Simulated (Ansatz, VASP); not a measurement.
One calculation of HgTe, two programs

```
Hg Te
1.0
     0.00000    3.32021    3.22350
     3.32021    0.00000    3.22350
     3.32021    3.32021    0.00000
Hg Te
1 1
Direct
  0.00000 0.00000 0.00000
  0.75000 0.75000 0.75000
```

Change from the starting cell: strain +0.030 along x and y, +0.000 along z, atoms carried along.

Alike in both runs: task single point; functional r2SCAN; k mesh 14 × 14 × 14; occupations gaussian, width 0.15 eV; no spin polarisation.

|  | VASP | Ansatz |
| --- | --- | --- |
| version | VASP 6.6.1 | Ansatz 0.2.0 |
| potentials or method | VASP PAW PBE potentials, release 64 (Hg, Te), cutoff 520 eV | scalar-relativistic, plane waves, PAW |
| valence electrons in the cell | 18 | 36 |

Ansatz gave:

```
gap on the k mesh at the Fermi level (eV)                     : none
pressure (GPa)                                                : -0.1
traceless stress, the component that is largest in VASP (GPa) : 0.29
```

Q: Which values does VASP return?

A: gap on the k mesh at the Fermi level (eV): none; pressure (GPa): 0.0; traceless stress, the component that is largest in VASP (GPa): 0.29.

VASP's potentials were made for PBE, not for r2SCAN. A gap of «none» marks a metal or a gap that the smearing closes. VASP's potentials hold 18 valence electrons a cell and Ansatz's 36, so a difference there can come from the potentials and not from the codes.

Spin-orbit coupling is off throughout.
